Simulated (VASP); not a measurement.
# InSb2As3 (P4mm) in VASP: further runs

The runs below take InSb2As3 through single point, relaxation of cell and atoms, with PBE.

Program: VASP 6.6.1. These are calculated values, not measurements. Logs are shortened: lines on timing, memory, paths and dates and some standing lists are left out, and cuts for length are marked.

### Step 1. The cell of the first run

The structure is tetragonal, space group P4mm (No. 99). Conventional cell: a = 4.043 Å, b = 4.043 Å, c = 8.597 Å, α = 90.00°, β = 90.00°, γ = 90.00°. In (site symmetry 4mm) has 5 Sb at 3.02 to 3.07 Å and 8 As at 3.55 to 3.83 Å within 4.0 Å. Sb (site symmetry 4mm) has 4 In at 3.02 Å and 5 As at 3.03 to 3.09 Å within 4.0 Å. Within 4.0 Å of Sb (site symmetry 4mm) lie 8 As at 3.02 to 3.05 Å and 1 In at 3.07 Å. Within 3.8 Å of As (site symmetry 2mm) lie 4 As at 2.86 Å and 4 Sb at 3.03 to 3.05 Å. Within 4.0 Å of As (site symmetry 4mm) lie 5 Sb at 3.02 to 3.09 Å and 4 In at 3.55 Å and 4 As at 3.82 Å.

### Step 2. Single point, PBE

The input, INCAR:

```
SYSTEM = InSb2As3
PREC     = Accurate       ! precision mode
ENCUT    = 520            ! plane-wave cutoff, eV
EDIFF    = 1E-7           ! SCF threshold, eV
ISMEAR   = 0              ! smearing method
SIGMA    = 0.1            ! smearing width, eV
LREAL    = .FALSE.        ! projectors in reciprocal space
LASPH    = .TRUE.         ! aspherical terms in the spheres
NELM     = 100            ! most SCF steps
ALGO     = Normal         ! electronic algorithm
ISIF     = 2              ! what is computed and relaxed
LWAVE    = .FALSE.        ! write WAVECAR
LCHARG   = .FALSE.        ! write CHGCAR
GGA      = PE             ! functional
NBANDS   = 28             ! bands
```

The input, KPOINTS:

```
regular mesh
0
G
  4 4 2
  0 0 0
```

The input, POSCAR:

```
InSb2As3
1.0
    4.0428760200      0.0000000000      0.0000000000
    0.0000000000      4.0428760200      0.0000000000
    0.0000000000      0.0000000000      8.5968833800
In Sb As
1 2 3
Direct
    0.0000000000      0.0000000000      0.6217470200
    0.5000000000      0.5000000000      0.7365469900
    0.0000000000      0.0000000000      0.2648670100
    0.5000000000      0.0000000000      0.9998509900
    0.0000000000      0.5000000000      0.9998509900
    0.5000000000      0.5000000000      0.3771390000
```

Potentials or basis: VASP PAW PBE potentials, release 64 (In_d, Sb, As).

Started as:

```bash
cat potpaw_PBE.64/In_d/POTCAR potpaw_PBE.64/Sb/POTCAR potpaw_PBE.64/As/POTCAR > POTCAR
mpirun -np 1 vasp_std > vasp.out
```

OUTCAR:

```text
SYSTEM = InSb2As3
   PREC = Accurate
   ENCUT = 520
   EDIFF = 1E-7
   ISMEAR = 0
   LREAL = .FALSE.
   LASPH = .TRUE.
   NELM = 100
   ISIF = 2
   GGA = PE

 ion  position               nearest neighbor table
   1  0.000  0.000  0.622-   2 3.02   2 3.02   2 3.02   2 3.02   3 3.07
   2  0.500  0.500  0.737-   1 3.02   1 3.02   1 3.02   1 3.02   4 3.03   5 3.03   5 3.03   4 3.03
                             6 3.09
   3  0.000  0.000  0.265-   6 3.02   6 3.02   6 3.02   6 3.02   5 3.05   4 3.05   4 3.05   5 3.05
                             1 3.07
   4  0.500  0.000  1.000-   5 2.86   5 2.86   5 2.86   5 2.86   2 3.03   2 3.03   3 3.05   3 3.05

   5  0.000  0.500  1.000-   4 2.86   4 2.86   4 2.86   4 2.86   2 3.03   2 3.03   3 3.05   3 3.05

   6  0.500  0.500  0.377-   3 3.02   3 3.02   3 3.02   3 3.02   2 3.09

  LATTYP: Found a simple tetragonal cell.
 ALAT       =     4.0428760200
 C/A-ratio  =     2.1264276563

  Lattice vectors:

 A1 = (   4.0428760200,   0.0000000000,   0.0000000000)
 A2 = (   0.0000000000,   4.0428760200,   0.0000000000)
 A3 = (   0.0000000000,   0.0000000000,   8.5968833800)

Analysis of symmetry for initial positions (statically):
=====================================================================
 Subroutine PRICEL returns:
 Original cell was already a primitive cell.

 Routine SETGRP: Setting up the symmetry group for a
 simple tetragonal supercell.

 Subroutine GETGRP returns: Found  8 space group operations
 (whereof  8 operations were pure point group operations)
 out of a pool of 16 trial point group operations.

The static configuration has the point symmetry C_4v.

Analysis of symmetry for dynamics (positions and initial velocities):
=====================================================================
 Subroutine PRICEL returns:
 Original cell was already a primitive cell.

 Routine SETGRP: Setting up the symmetry group for a
 simple tetragonal supercell.

 Subroutine GETGRP returns: Found  8 space group operations
 (whereof  8 operations were pure point group operations)
 out of a pool of 16 trial point group operations.

The dynamic configuration has the point symmetry C_4v.

 Subroutine INISYM returns: Found  8 space group operations
 (whereof  8 operations are pure point group operations),
 and found     1 'primitive' translations

----------------------------------------------------------------------------------------

                                     Primitive cell

  volume of cell :     140.5147

  direct lattice vectors                    reciprocal lattice vectors
     4.042876020  0.000000000  0.000000000     0.247348668  0.000000000  0.000000000
     0.000000000  4.042876020  0.000000000     0.000000000  0.247348668  0.000000000
     0.000000000  0.000000000  8.596883380     0.000000000  0.000000000  0.116321224

  length of vectors
     4.042876020  4.042876020  8.596883380     0.247348668  0.247348668  0.116321224

  position of ions in fractional coordinates (direct lattice)
     0.000000000  0.000000000  0.621747020
     0.500000000  0.500000000  0.736546990
     0.000000000  0.000000000  0.264867010
     0.500000000  0.000000000  0.999850990
     0.000000000  0.500000000  0.999850990
     0.500000000  0.500000000  0.377139000

  ion indices of the primitive-cell ions
   primitive index   ion index
                 1           1
                 2           2
                 3           3
                 4           4
                 5           5
                 6           6

----------------------------------------------------------------------------------------

 KPOINTS: regular mesh

Automatic generation of k-mesh.
 Grid dimensions read from file:
 generate k-points for:    4    4    2

 Generating k-lattice:

  Cartesian coordinates                     Fractional coordinates (reciprocal lattice)
     0.061837167  0.000000000  0.000000000     0.250000000  0.000000000  0.000000000
     0.000000000  0.061837167  0.000000000     0.000000000  0.250000000  0.000000000
[... 46 lines left out ...]
   LRPA    =     F    only Hartree local field effects (RPA)
 non-spin polarized calculation
 Gauss-broadening in eV      SIGMA  =   0.10
  energy-cutoff  :      520.00
  volume of cell :      140.51
 maximum number of plane-waves:      3808
   NGX = 15   NGY = 15   NGZ = 31

 number of electron      38.0000003 magnetization

 Free energy of the ion-electron system (eV)
  ---------------------------------------------------
  ext. energy  EPLUGINS =         0.00000000
  ---------------------------------------------------
  free energy    TOTEN  =       -23.06513179 eV

  energy without entropy =      -23.04673710  energy(sigma->0) =      -23.05593444

 E-fermi :   7.1209     XC(G=0): -10.2809

 val. band max:        7.0852561369   @ k =   0.0000   0.0000   0.0000
 cond. band min:       7.1591644057   @ k =   0.5000   0.5000   0.0000
 fundamental gap:      0.0739082688
 Fermi energy:         7.1209052393

 k-point     1 :       0.0000    0.0000    0.0000
  band No.  band energies     occupation
      1      -7.4854      2.00000
      2      -7.4075      2.00000
      3      -7.3889      2.00000
      4      -7.3889      2.00000
      5      -7.3795      2.00000
      6      -6.9186      2.00000
[... 20 lines left out ...]
     27      11.1809      0.00000
     28      12.4148      0.00000

 k-point     2 :       0.2500    0.0000    0.0000
  band No.  band energies     occupation
      1      -7.4666      2.00000
      2      -7.4161      2.00000
      3      -7.4014      2.00000
      4      -7.3836      2.00000
      5      -7.3810      2.00000
      6      -6.3909      2.00000
[... 20 lines left out ...]
     27      11.3499      0.00000
     28      12.1468      0.00000

 k-point     3 :       0.5000    0.0000    0.0000
  band No.  band energies     occupation
      1      -7.4505      2.00000
      2      -7.4406      2.00000
      3      -7.4205      2.00000
      4      -7.3809      2.00000
      5      -7.3513      2.00000
      6      -4.9224      2.00000
[... 244 lines left out ...]
      3      -7.4260      2.00000
      4      -7.3992      2.00000
      5      -7.3295      2.00000
      6      -4.3936      2.00000
[... 20 lines left out ...]
     27      11.6395      0.00000
     28      11.9590      0.00000

 k-point    12 :       0.5000    0.5000    0.5000
  band No.  band energies     occupation
      1      -7.5322      2.00000
      2      -7.4178      2.00000
      3      -7.4178      2.00000
      4      -7.4178      2.00000
      5      -7.3029      2.00000
      6      -3.7058      2.00000
[... 20 lines left out ...]
     27      12.4243      0.00000
     28      13.0377      0.00000

------------------------ aborting loop because EDIFF is reached ----------------------------------------

  FORCE on cell =-STRESS in cart. coord.  units (eV):
  Direction    XX          YY          ZZ          XY          YZ          ZX
  --------------------------------------------------------------------------------------
  -------------------------------------------------------------------------------------
  Total        1.2428773      1.2428773      4.4157432      0.0000000     -0.0000000      0.0000000
  in kB       14.1715366     14.1715366     50.3491921      0.0000000     -0.0000000      0.0000000
  external PRESSURE =      26.2307551 kB  Pullay stress =       0.0000000 kB

 VOLUME and BASIS-vectors are now :
 -----------------------------------------------------------------------------
  energy-cutoff  :      520.00
  volume of cell :      140.51
      direct lattice vectors                 reciprocal lattice vectors
     4.042876020  0.000000000  0.000000000     0.247348668  0.000000000  0.000000000
     0.000000000  4.042876020  0.000000000     0.000000000  0.247348668  0.000000000
     0.000000000  0.000000000  8.596883380     0.000000000  0.000000000  0.116321224

 POSITION                                       TOTAL-FORCE (eV/Angst)
 -----------------------------------------------------------------------------------
      0.00000      0.00000      5.34509        -0.000000     -0.000000     -0.132818
      2.02144      2.02144      6.33201         0.000000      0.000000     -0.752748
      0.00000      0.00000      2.27703        -0.000000      0.000000      0.321364
      2.02144      0.00000      8.59560        -0.000000      0.000000      0.089181
      0.00000      2.02144      8.59560        -0.000000      0.000000      0.089181
      2.02144      2.02144      3.24222        -0.000000     -0.000000      0.385841
 -----------------------------------------------------------------------------------
    total drift:                                0.000000     -0.000000     -0.001018

  FREE ENERGIE OF THE ION-ELECTRON SYSTEM (eV)
  ---------------------------------------------------
  free  energy   TOTEN  =       -23.0651317851 eV

  energy  without entropy=      -23.0467371043  energy(sigma->0) =      -23.05593444
```

It took 22 s on 1 thread of Intel Xeon 6975P-C (Granite Rapids), shared host; peak memory 0.24 GiB.

Results:

```yaml
Free_energy: -23.0651 eV
Pressure: 2.6 GPa
Largest_force: 0.753 eV/Å
Band_gap_on_the_k_mesh: zero (band 19 reaches 7.33 eV, above the bottom of band 20 at 5.64 eV)
```

Forces in eV/Å, atoms in the order of the input:
```
In   0.000  0.000 -0.133
Sb   0.000  0.000 -0.753
Sb   0.000  0.000  0.321
As   0.000  0.000  0.089
As   0.000  0.000  0.089
As   0.000  0.000  0.386
```

Levels at points of the mesh, in eV from the Fermi level:
```
           k point  band 17  band 18  band 19  band 20  band 21  band 22
(0.00, 0.00, 0.00)    -0.89    -0.89    -0.80    -0.04     0.47     3.06
(0.50, 0.00, 0.00)    -1.49    -0.65    -0.33    -0.27     0.86     0.99
(0.50, 0.50, 0.00)    -4.24    -0.94     0.04     0.04     0.51     0.80
(0.00, 0.00, 0.50)    -0.63    -0.17    -0.17    -0.06     0.09     2.29
(0.50, 0.00, 0.50)    -1.19    -0.56     0.06     0.40     0.58     0.67
(0.50, 0.50, 0.50)    -3.24    -2.23    -1.48    -1.48    -1.21     2.64
```

Caveat: the k points lie up to 0.39 Å⁻¹ apart; spin-orbit coupling is left out, which moves the levels of the heavy elements.

### Step 3. Single point, PBE

This run uses another cell than the first one, of 24.87 Å³/atom, 1.062 times its volume.

The input, INCAR:

```
ALGO = Normal
EDIFF = 1E-6
ENCUT = 520
GGA = PE
ISIF = 2
ISMEAR = 0
LASPH = T
LCHARG = F
LREAL = F
LWAVE = F
NBANDS = 28
NELM = 80
PREC = Accurate
SIGMA = 0.1
```

The input, KPOINTS:

```
k-points
0
Gamma
  4 4 2
```

The input, POSCAR:

```
InSb2As3
1.0
    3.8273820272      0.0000000000      0.0000000000
    0.0000000000      3.8273820272      0.0000000000
    0.0000000000      0.0000000000     10.1884732838
In Sb As
1 2 3
Direct
    0.0000000000      0.0000000000      0.5640309813
    0.5000000000      0.5000000000      0.7260129854
    0.0000000000      0.0000000000      0.2456240147
    0.5000000000      0.0000000000      1.0191824839
    0.0000000000      0.5000000000      1.0191824839
    0.5000000000      0.5000000000      0.4259690508
```

Potentials or basis: VASP PAW PBE potentials, release 64 (In_d, Sb, As).

Started as:

```bash
cat potpaw_PBE.64/In_d/POTCAR potpaw_PBE.64/Sb/POTCAR potpaw_PBE.64/As/POTCAR > POTCAR
mpirun -np 1 vasp_std > vasp.out
```

It took 21 s on 1 thread of Intel Xeon 6975P-C (Granite Rapids), shared host; peak memory 0.26 GiB.

The run converged. Its results:

* Free energy: -23.5509 eV
* Pressure: 0.1 GPa
* Largest force: 0.033 eV/Å
* Band gap on the k mesh: zero (band 19 reaches 7.51 eV, above the bottom of band 20 at 4.24 eV)

Forces on the atoms (eV/Å):
```
In   0.000  0.000  0.033
Sb   0.000  0.000  0.008
Sb   0.000  0.000 -0.016
As   0.000  0.000 -0.002
As   0.000  0.000 -0.002
As   0.000  0.000 -0.022
```

Stress tensor (GPa, compression positive):
```
0.03 0.00 0.00
0.00 0.03 0.00
0.00 0.00 0.35
```

Levels at points of the mesh, in eV from the Fermi level:
| k point | band 15 | band 16 | band 17 | band 18 | band 19 | band 20 | band 21 | band 22 |
| --- | --- | --- | --- | --- | --- | --- | --- | --- |
| (0.00, 0.00, 0.00) | -1.47 | -1.47 | -0.07 | 0.28 | 0.28 | 0.85 | 1.12 | 1.38 |
| (0.50, 0.00, 0.00) | -2.11 | -1.31 | -0.75 | -0.26 | 0.08 | 0.19 | 1.45 | 1.66 |
| (0.50, 0.50, 0.00) | -3.68 | -3.67 | -3.67 | -1.92 | -0.96 | -0.96 | -0.15 | 0.57 |
| (0.00, 0.00, 0.50) | -1.57 | -1.57 | -0.93 | 0.46 | 0.63 | 0.63 | 1.12 | 1.93 |
| (0.50, 0.00, 0.50) | -1.31 | -0.73 | -0.69 | -0.68 | -0.51 | 0.04 | 0.25 | 1.21 |
| (0.50, 0.50, 0.50) | -3.56 | -2.85 | -2.85 | -2.25 | -2.25 | -2.20 | -0.60 | 1.51 |

Caveat: the k points lie up to 0.41 Å⁻¹ apart; spin-orbit coupling is left out, which moves the levels of the heavy elements; this functional lacks dispersion, which binds the layers, so the pressure and a relaxed spacing across them are unreliable.

### Step 4. Relaxation of cell and atoms, PBE

The input, INCAR:

```
PREC = Accurate ; ENCUT = 600
EDIFF = 1E-6 ; ISMEAR = 0
SIGMA = 0.1 ; LREAL = F
LASPH = T ; NELM = 80
ALGO = Normal ; ISIF = 3
LWAVE = F ; LCHARG = F
GGA = PE ; IBRION = 2
NSW = 90 ; EDIFFG = -0.04
```

The input, KPOINTS:

```
Automatic mesh
0
Gamma
  4 4 2
```

The input, POSCAR:

```
InSb2As3
1.0
    4.0428760200      0.0000000000      0.0000000000
    0.0000000000      4.0428760200      0.0000000000
    0.0000000000      0.0000000000      8.5968833800
In Sb As
1 2 3
Direct
    0.0000000000      0.0000000000      0.6217470200
    0.5000000000      0.5000000000      0.7365469900
    0.0000000000      0.0000000000      0.2648670100
    0.5000000000      0.0000000000      0.9998509900
    0.0000000000      0.5000000000      0.9998509900
    0.5000000000      0.5000000000      0.3771390000
```

Started as:

```bash
cat potpaw_PBE.64/In_d/POTCAR potpaw_PBE.64/Sb/POTCAR potpaw_PBE.64/As/POTCAR > POTCAR
mpirun -np 1 vasp_std > vasp.out
```

It took 11 min on 1 thread of Intel Xeon 6975P-C (Granite Rapids), shared host; peak memory 0.31 GiB.

It converged, with:

```
Free energy                            : -23.5505 eV
Relaxed volume                         : 24.92 Å³/atom
Relaxed cell                           : a = 3.821 Å, b = 3.821 Å, c = 10.242 Å, α = 90.00°, β = 90.00°, γ = 90.00°
Space group after relaxing (to 0.05 Å) : P4mm (No. 99)
Energy gained by relaxing              : 80.9 meV/atom
Ionic steps                            : 51
Pressure after relaxing                : 0.0 GPa
Largest force after relaxing           : 0.034 eV/Å
Band gap on the k mesh                 : zero (band 19 reaches 7.48 eV, above the bottom of band 20 at 4.24 eV)
```

Forces in eV/Å, atoms in the order of the input:
```
In   0.000  0.000 -0.003
Sb   0.000  0.000  0.008
Sb   0.000  0.000 -0.034
As   0.000  0.000  0.003
As   0.000  0.000  0.003
As   0.000  0.000  0.024
```

The path:
| step | energy change (eV) | largest force (eV/Å) | pressure (GPa) | volume (Å³) |
| --- | --- | --- | --- | --- |
| 1 | 0.0000 | 0.7528 | 2.64 | 140.51 |
| 3 | -0.1216 | 0.4691 | -1.20 | 149.07 |
| 5 | -0.1858 | 0.2772 | -0.01 | 146.36 |
| 7 | -0.2514 | 0.3676 | 0.92 | 144.49 |
| 9 | -0.2534 | 0.3881 | 1.06 | 144.27 |
| 11 | -0.2770 | 0.3303 | -0.10 | 147.58 |
| 13 | -0.3011 | 0.0710 | -0.21 | 149.01 |
| 15 | -0.3030 | 0.0966 | 0.10 | 148.61 |
| 17 | -0.3042 | 0.0801 | 0.12 | 148.61 |
| 19 | -0.3042 | 0.1479 | -0.10 | 149.20 |
| 21 | -0.3065 | 0.0647 | 0.02 | 148.97 |
| 23 | -0.3101 | 0.1508 | 0.28 | 149.55 |
| 25 | -0.3107 | 0.1568 | 0.27 | 149.65 |
| 27 | -0.3133 | 0.1841 | 0.25 | 150.08 |
| 29 | -0.3176 | 0.2839 | 0.10 | 151.80 |
| 31 | -0.3458 | 0.2829 | -0.23 | 153.80 |
| 33 | -0.3134 | 0.5850 | -0.71 | 161.98 |
| 35 | -0.4041 | 0.3192 | -0.38 | 157.46 |
| 37 | -0.4164 | 0.3015 | -0.20 | 156.74 |
| 39 | -0.4399 | 0.2632 | 0.30 | 154.12 |
| 41 | -0.4516 | 0.1242 | -0.62 | 155.11 |
| 43 | -0.4699 | 0.1991 | 0.10 | 151.78 |
| 45 | -0.4805 | 0.0886 | -0.23 | 151.04 |
| 47 | -0.4845 | 0.0306 | 0.22 | 149.06 |
| 49 | -0.4851 | 0.0525 | -0.07 | 149.66 |
| 51 | -0.4853 | 0.0339 | 0.00 | 149.52 |

Final structure:
```yaml
crystal:
  lattice:
    - [3.82079, 0.00000, 0.00000]
    - [0.00000, 3.82079, 0.00000]
    - [0.00000, 0.00000, 10.24247]
  atoms:
    - { symbol: In, position: [0.00000, 0.00000, 0.56452] }
    - { symbol: Sb, position: [0.50000, 0.50000, 0.72624] }
    - { symbol: Sb, position: [0.00000, 0.00000, 0.24577] }
    - { symbol: As, position: [0.50000, 0.00000, 0.02005] }
    - { symbol: As, position: [0.00000, 0.50000, 0.02005] }
    - { symbol: As, position: [0.50000, 0.50000, 0.42337] }
```

Levels at points of the mesh, in eV from the Fermi level:
| k point | band 15 | band 16 | band 17 | band 18 | band 19 | band 20 | band 21 | band 22 |
| --- | --- | --- | --- | --- | --- | --- | --- | --- |
| (0.00, 0.00, 0.00) | -1.44 | -1.44 | -0.10 | 0.29 | 0.29 | 0.85 | 1.17 | 1.40 |
| (0.50, 0.00, 0.00) | -2.10 | -1.27 | -0.71 | -0.22 | 0.11 | 0.24 | 1.42 | 1.67 |
| (0.50, 0.50, 0.00) | -3.66 | -3.64 | -3.64 | -1.90 | -0.98 | -0.98 | -0.15 | 0.58 |
| (0.00, 0.00, 0.50) | -1.53 | -1.53 | -0.86 | 0.42 | 0.62 | 0.62 | 1.17 | 1.98 |
| (0.50, 0.00, 0.50) | -1.27 | -0.72 | -0.70 | -0.69 | -0.47 | 0.08 | 0.30 | 1.16 |
| (0.50, 0.50, 0.50) | -3.54 | -2.86 | -2.86 | -2.23 | -2.23 | -2.17 | -0.58 | 1.41 |

Caveat: the k points lie up to 0.41 Å⁻¹ apart in the final cell; spin-orbit coupling is left out, which moves the levels of the heavy elements; this functional lacks dispersion, which binds the layers, so the pressure and a relaxed spacing across them are unreliable.

### Step 5. Summary

| task | cell | cutoff (eV) | gap on the mesh (eV) | pressure (GPa) | largest force (eV/Å) |
| --- | --- | --- | --- | --- | --- |
| single point | a = 4.043, b = 4.043, c = 8.597 Å, 6 atoms | 520 | none | 2.6 | 0.75 |
| single point | a = 3.827, b = 3.827, c = 10.188 Å, 6 atoms | 520 | none | 0.1 | 0.03 |
| relaxation of cell and atoms | relaxed from a = 4.043, b = 4.043, c = 8.597 Å, 6 atoms | 600 | none | 0.0 | 0.03 |

Alike in all rows: level PBE; potentials or basis VASP PAW PBE potentials, release 64 (In_d, Sb, As); no spin polarisation; k mesh 4 × 4 × 2; smearing gaussian 0.1 eV.

Caveats: all runs use coarse meshes; spin-orbit coupling is left out, which moves the levels of the heavy elements; this functional lacks dispersion, which binds the layers, so the pressure and a relaxed spacing across them are unreliable (some runs).

Absolute energies hang on the potentials; compare differences alone.
